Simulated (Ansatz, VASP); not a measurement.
One calculation of Ru, two programs

```
CELL_PARAMETERS angstrom
0.00000 2.76374 2.76374
2.76374 0.00000 2.76374
2.76374 2.76374 0.00000
ATOMIC_POSITIONS crystal
Ru 0.12500 0.12500 0.12500
Ru 0.87500 0.87500 0.87500
```

Alike in both runs: task single point; functional PBE; k mesh 11 × 11 × 11; occupations fermi-dirac, width 0.1 eV; no spin polarisation.

|  | VASP | Ansatz |
| --- | --- | --- |
| version | VASP 6.6.1 | Ansatz 0.2.0 |
| potentials or method | VASP PAW PBE potentials, release 64 (Ru_pv), cutoff 520 eV | plane waves (420 eV) with PAW, scalar-relativistic |
| valence electrons in the cell | 28 | 32 |

```csv
,VASP,Ansatz,Ansatz less VASP
pressure (GPa),-5.6,-5.8,-0.19
```

VASP's potentials hold 28 valence electrons a cell and Ansatz's 32, so a difference there can come from the potentials and not from the codes.
